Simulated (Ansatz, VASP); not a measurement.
One calculation of SiTe, two programs

```
CELL_PARAMETERS angstrom
3.70904 0.00000 0.00000
-1.85452 3.21212 0.00000
0.00000 0.00000 6.18009
ATOMIC_POSITIONS crystal
Si 0.00000 0.00000 0.80256
Si 0.00000 0.00000 0.19744
Te 0.33333 0.66667 0.61461
Te 0.66667 0.33333 0.38539
```

Alike in both runs: task relaxation of cell and atoms; functional PBE; k mesh 6 × 6 × 4; occupations gaussian, width 0.1 eV; no spin polarisation.

```csv
,VASP,Ansatz
version,VASP 6.6.1,Ansatz 0.2.0
potentials or method,"VASP PAW PBE potentials, release 64 (Si, Te), cutoff 600 eV","scalar-relativistic, plane waves, PAW"
valence electrons in the cell,20,40
```

Ansatz gave:

* gap on the k mesh at the Fermi level, each at its own relaxed structure (eV): 0.65
* relaxed volume (Å³/atom): 36.11
* relaxed cell length with the largest relative difference (Å): 11.221

**Question.** Estimate VASP's values.

**Answer.** gap on the k mesh at the Fermi level, each at its own relaxed structure (eV): 0.97; relaxed volume (Å³/atom): 37.72; relaxed cell length with the largest relative difference (Å): 11.759.

One of these differences is far larger than is usual between the two programs; its cause wasn't traced. VASP's potentials hold 20 valence electrons a cell and Ansatz's 40, so a difference there can come from the potentials and not from the codes.

Neither program's run includes spin-orbit coupling. Noted on VASP's run: the volume moved by over 15 % at a fixed basis, so the end points are rough.
